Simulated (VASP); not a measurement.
A run of VASP 6.6.1 is set up as follows.

INCAR

```
ALGO     = Normal         # electronic algorithm
EDIFF    = 1E-6           # SCF threshold, eV
EDIFFG   = -0.01          # ionic threshold
ENCUT    = 600            # plane-wave cutoff, eV
GGA      = PE             # functional
IBRION   = 2              # ionic algorithm
ISIF     = 3              # what is computed and relaxed
ISMEAR   = 0              # smearing method
LASPH    = T              # aspherical terms in the spheres
LCHARG   = F              # write CHGCAR
LREAL    = F              # projectors in reciprocal space
LWAVE    = F              # write WAVECAR
NELM     = 100            # most SCF steps
NSW      = 100            # ionic steps
PREC     = Accurate       # precision mode
SIGMA    = 0.1            # smearing width, eV
```

File KPOINTS:

```
k-points
0
Gamma
  22 22 22
```

Contents of POSCAR:

```
Al2O
1.0
   -1.4088045046      1.4088045046      4.6152696161
    1.4088045046     -1.4088045046      4.6152696161
    1.4088045046      1.4088045046     -4.6152696161
Al O
2 1
Direct
    0.3529886792      0.3529886792      0.0000000000
    0.6470113208      0.6470113208      0.0000000000
    0.0000000000      0.0000000000      0.0000000000
```

Potentials or basis: VASP PAW PBE potentials, release 64 (Al, O).

Launch:

```bash
$ cat potpaw_PBE.64/Al/POTCAR potpaw_PBE.64/O/POTCAR > POTCAR
$ mpirun -np 1 vasp_std > vasp.out
```

**Question.** Estimate the relaxed cell.

**Answer.** a = 5.039 Å, b = 5.039 Å, c = 5.039 Å, α = 147.71°, β = 147.71°, γ = 46.31°.

**Question.** What does it give for the relaxed volume?

**Answer.** 12.13 Å³/atom.

Final structure:
```xyz
3
Lattice="-1.4012 1.4012 4.6331 1.4012 -1.4012 4.6331 1.4012 1.4012 -4.6331" Properties=species:S:1:pos:R:3 pbc="T T T"
Al    0.0000    0.0000    3.2556
Al    0.0000    0.0000    6.0106
O     0.0000    0.0000    0.0000
```
